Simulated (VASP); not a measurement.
# Hg (Pm-3m) in VASP: relaxation of cell and atoms with PBE

Aim: the relaxation of cell and atoms of Hg with PBE.

Program: VASP 6.6.1. These are calculated values, not measurements. Logs are shortened: lines on timing, memory, paths and dates and some standing lists are left out, and cuts for length are marked.

## (1) The cell of the first run

It takes space group Pm-3m (No. 221, cubic). The conventional cell has a = 3.172 Å, b = 3.172 Å, c = 3.172 Å, α = 90.00°, β = 90.00°, γ = 90.00°. Within 4.2 Å of Hg (site symmetry m-3m) lie 6 Hg at 3.17 Å.

## (2) Relaxation of cell and atoms, PBE

File INCAR:

```
SYSTEM = Hg
PREC = Accurate ; ENCUT = 550
EDIFF = 1E-7 ; ISMEAR = -1
SIGMA = 0.08 ; LREAL = .False.
LASPH = .True. ; NELM = 120
ALGO = Normal ; ISIF = 3
LWAVE = .False. ; LCHARG = .False.
GGA = PE ; IBRION = 2
NSW = 60 ; EDIFFG = -0.005
GGA_COMPAT = .False. ; NELMIN = 4
```

File KPOINTS:

```
regular mesh
0
Gamma
  12 12 12
  0 0 0
```

File POSCAR:

```
Hg
1.0
    3.1719554587      0.0000000000      0.0000000000
    0.0000000000      3.1719554587      0.0000000000
    0.0000000000      0.0000000000      3.1719554587
Hg
1
Direct
    0.0000000000      0.0000000000      0.0000000000
```

Potentials or basis: VASP PAW PBE potentials, release 64 (Hg_sv_GW).

The run is started by

```bash
cat potpaw_PBE.64/Hg_sv_GW/POTCAR > POTCAR
mpirun -np 1 vasp_std > vasp.out
```

OUTCAR:

```text
SYSTEM = Hg
   PREC = Accurate
   ENCUT = 550
   EDIFF = 1E-7
   ISMEAR = -1
   LREAL = .False.
   LASPH = .True.
   NELM = 120
   ISIF = 3
   GGA = PE
   IBRION = 2
   NSW = 60
   EDIFFG = -0.005
   NELMIN = 4

 ion  position               nearest neighbor table
   1  0.000  0.000  0.000-

  LATTYP: Found a simple cubic cell.
 ALAT       =     3.1719554587

  Lattice vectors:

 A1 = (   3.1719554587,   0.0000000000,   0.0000000000)
 A2 = (   0.0000000000,   3.1719554587,   0.0000000000)
 A3 = (   0.0000000000,   0.0000000000,   3.1719554587)

Analysis of symmetry for initial positions (statically):
=====================================================================
 Subroutine PRICEL returns:
 Original cell was already a primitive cell.

 Routine SETGRP: Setting up the symmetry group for a
 simple cubic supercell.

 Subroutine GETGRP returns: Found 48 space group operations
 (whereof 48 operations were pure point group operations)
 out of a pool of 48 trial point group operations.

The static configuration has the point symmetry O_h .

Analysis of symmetry for dynamics (positions and initial velocities):
=====================================================================
 Subroutine PRICEL returns:
 Original cell was already a primitive cell.

 Routine SETGRP: Setting up the symmetry group for a
 simple cubic supercell.

 Subroutine GETGRP returns: Found 48 space group operations
 (whereof 48 operations were pure point group operations)
 out of a pool of 48 trial point group operations.

The dynamic configuration has the point symmetry O_h .

 Subroutine INISYM returns: Found 48 space group operations
 (whereof 48 operations are pure point group operations),
 and found     1 'primitive' translations

----------------------------------------------------------------------------------------

                                     Primitive cell

  volume of cell :      31.9140

  direct lattice vectors                    reciprocal lattice vectors
     3.171955459  0.000000000  0.000000000     0.315262939  0.000000000  0.000000000
     0.000000000  3.171955459  0.000000000     0.000000000  0.315262939  0.000000000
     0.000000000  0.000000000  3.171955459     0.000000000  0.000000000  0.315262939

  length of vectors
     3.171955459  3.171955459  3.171955459     0.315262939  0.315262939  0.315262939

  position of ions in fractional coordinates (direct lattice)
     0.000000000  0.000000000  0.000000000

  ion indices of the primitive-cell ions
[... 96 lines left out ...]
  Fermi-wavevector in a.u.,A,eV,Ry     =   1.400956  2.647422 26.703842  1.962677
  Thomas-Fermi vector in A             =   2.523865
   LORBIT       =      0    0 simple, 1 ext, 2 COOP (PROOUT), +10 PAW based schemes
   GGA     = PE    functional components
   LHFCALC =     F    Hartree Fock is set to
   AEXX    =    0.0000 exact exchange contribution
   IVDW    =     0    specifies the selected vdW correction
   LEPSILON=     F    determine dielectric tensor
   LRPA    =     F    only Hartree local field effects (RPA)
 conjugate gradient relaxation of ions
 non-spin polarized calculation
  energy-cutoff  :      550.00
  volume of cell :       31.91
 maximum number of plane-waves:       968
   NGX = 13   NGY = 13   NGZ = 13

--------------------------------------- Ionic step        1  -------------------------------------------

 number of electron      20.0000018 magnetization

 Free energy of the ion-electron system (eV)
  ---------------------------------------------------
  ext. energy  EPLUGINS =         0.00000000
  ---------------------------------------------------
  free energy    TOTEN  =        -0.17457087 eV

  energy without entropy =       -0.16700063  energy(sigma->0) =       -0.17078575

------------------------ aborting loop because EDIFF is reached ----------------------------------------

  FORCE on cell =-STRESS in cart. coord.  units (eV):
  Direction    XX          YY          ZZ          XY          YZ          ZX
  --------------------------------------------------------------------------------------
  -------------------------------------------------------------------------------------
  Total       -0.1305914     -0.1305914     -0.1305914     -0.0000000      0.0000000      0.0000000
  in kB       -6.5560735     -6.5560735     -6.5560735     -0.0000000      0.0000000      0.0000000
  external PRESSURE =      -6.5560735 kB  Pullay stress =       0.0000000 kB
[... 92 lines left out ...]
--------------------------------------- Ionic step        4  -------------------------------------------

 number of electron      19.9999995 magnetization

 Free energy of the ion-electron system (eV)
  ---------------------------------------------------
  ext. energy  EPLUGINS =         0.00000000
  ---------------------------------------------------
  free energy    TOTEN  =        -0.17968652 eV

  energy without entropy =       -0.17099037  energy(sigma->0) =       -0.17533844

 E-fermi :   3.9151     XC(G=0):  -9.8914

 val. band max:        3.8866880244   @ k =   0.4167   0.0833   0.0000
 cond. band min:       3.9783758155   @ k =   0.5000   0.4167   0.2500
 fundamental gap:      0.0916877912
 Fermi energy:         3.9150991962

 k-point     1 :       0.0000    0.0000    0.0000
  band No.  band energies     occupation
      1    -110.9053      2.00000
      2     -59.2279      2.00000
      3     -59.2279      2.00000
      4     -59.2279      2.00000
      5      -3.8275      2.00000
      6      -3.7180      2.00000
      7      -3.7180      2.00000
      8      -1.9915      2.00000
      9      -1.9915      2.00000
     10      -1.9915      2.00000
     11      13.3023      0.00000
     12      13.3023      0.00000
     13      13.3023      0.00000
     14      16.5319      0.00000
[... 377 lines left out ...]
      1    -110.9040      2.00000
      2     -59.2553      2.00000
      3     -59.2492      2.00000
      4     -59.2243      2.00000
      5      -3.3813      2.00000
      6      -3.2340      2.00000
      7      -2.4319      2.00000
      8      -2.3282      2.00000
      9      -2.0295      2.00000
     10       1.4230      2.00000
     11       5.5560      0.00000
     12       8.3794      0.00000
     13      12.9569      0.00000
     14      18.9704      0.00000

 [... further k-points ...]

------------------------ aborting loop because EDIFF is reached ----------------------------------------

  FORCE on cell =-STRESS in cart. coord.  units (eV):
  Direction    XX          YY          ZZ          XY          YZ          ZX
  --------------------------------------------------------------------------------------
  -------------------------------------------------------------------------------------
  Total       -0.0034795     -0.0034795     -0.0034795     -0.0000000     -0.0000000      0.0000000
  in kB       -0.1874826     -0.1874826     -0.1874826     -0.0000000     -0.0000000      0.0000000
  external PRESSURE =      -0.1874826 kB  Pullay stress =       0.0000000 kB
[... 16 lines left out ...]
  FREE ENERGIE OF THE ION-ELECTRON SYSTEM (eV)
  ---------------------------------------------------
  free  energy   TOTEN  =        -0.1796865189 eV

  energy  without entropy=       -0.1709903707  energy(sigma->0) =       -0.17533844

 reached required accuracy - stopping structural energy minimisation
```

OSZICAR:

```text
N       E                     dE             d eps       ncg     rms          rms(c)
DAV:   1     0.321286413745E+03    0.32129E+03   -0.12612E+04  2396   0.193E+03
DAV:   2     0.339361860904E+02   -0.28735E+03   -0.26758E+03  2376   0.705E+02
DAV:   3     0.673985002791E+00   -0.33262E+02   -0.32976E+02  3624   0.204E+02
[... 41 lines left out ...]
DAV:   6    -0.179686565918E+00   -0.87771E-06   -0.53345E-06  3596   0.388E-02    0.230E-03
DAV:   7    -0.179685926078E+00    0.63984E-06   -0.30458E-07  3120   0.684E-03    0.237E-03
DAV:   8    -0.179686321924E+00   -0.39585E-06   -0.24468E-08  1554   0.300E-03    0.826E-04
DAV:   9    -0.179686556789E+00   -0.23487E-06   -0.19604E-08  1314   0.257E-03    0.204E-04
DAV:  10    -0.179686518915E+00    0.37874E-07   -0.61921E-09  1296   0.224E-03
   4 F= -.17968652E+00 E0= -.17533844E+00  d E =-.511565E-02
```

CONTCAR:

```text
Hg
   1.00000000000000
     3.0980498327388624    0.0000000000000000    0.0000000000000001
    -0.0000000000000000    3.0980498327388624   -0.0000000000000000
    -0.0000000000000000    0.0000000000000000    3.0980498327388624
  Hg
     1
Direct
     0.0000000000000000    0.0000000000000000    0.0000000000000000

  0.00000000E+00  0.00000000E+00  0.00000000E+00
```

Wall time 46 s (1 thread of Intel Xeon Platinum 8488C (Sapphire Rapids), shared host); peak memory 0.19 GiB.

Results:

- Free energy: -0.1797 eV
- Relaxed volume: 29.73 Å³/atom
- Relaxed cell: a = 3.098 Å, b = 3.098 Å, c = 3.098 Å, α = 90.00°, β = 90.00°, γ = 90.00°
- Space group after relaxing (to 0.1 Å): Pm-3m (No. 221)
- Energy gained by relaxing: 5.1 meV/atom
- Ionic steps: 4
- Pressure after relaxing: 0.0 GPa
- Band gap on the k mesh: zero (bands 10 and 11 overlap by 5.00 eV)

The path:
| step | energy change (eV) | largest force (eV/Å) | pressure (GPa) | volume (Å³) |
| --- | --- | --- | --- | --- |
| 1 | 0.0000 | 0.0000 | -0.66 | 31.91 |
| 2 | -0.0022 | 0.0000 | -0.52 | 31.31 |
| 3 | -0.0051 | 0.0000 | 0.06 | 29.56 |
| 4 | -0.0051 | 0.0000 | -0.02 | 29.73 |

Final structure:
```xyz
1
Lattice="3.0980 0.0000 0.0000 0.0000 3.0980 0.0000 0.0000 0.0000 3.0980" Properties=species:S:1:pos:R:3 pbc="T T T"
Hg    0.0000    0.0000    0.0000
```

Levels at points of the mesh, in eV from the Fermi level:
```
           k point  band 7  band 8  band 9  band 10  band 11  band 12  band 13  band 14
(0.00, 0.00, 0.00)   -7.63   -5.91   -5.91    -5.91     9.39     9.39     9.39    12.62
(0.50, 0.00, 0.00)   -6.44   -6.44   -5.86    -2.95    -1.35    12.77    12.77    13.53
(0.50, 0.50, 0.00)   -6.36   -6.36   -5.40     0.17     1.55     1.55     7.03    16.31
(0.50, 0.50, 0.50)   -7.19   -5.37   -5.37     3.66     4.47     4.47     4.47     8.52
```

Caveat: spin-orbit coupling is left out, which moves the levels of the heavy elements.

The gap in the log of VASP goes by the Fermi energy; the results here count the filled bands.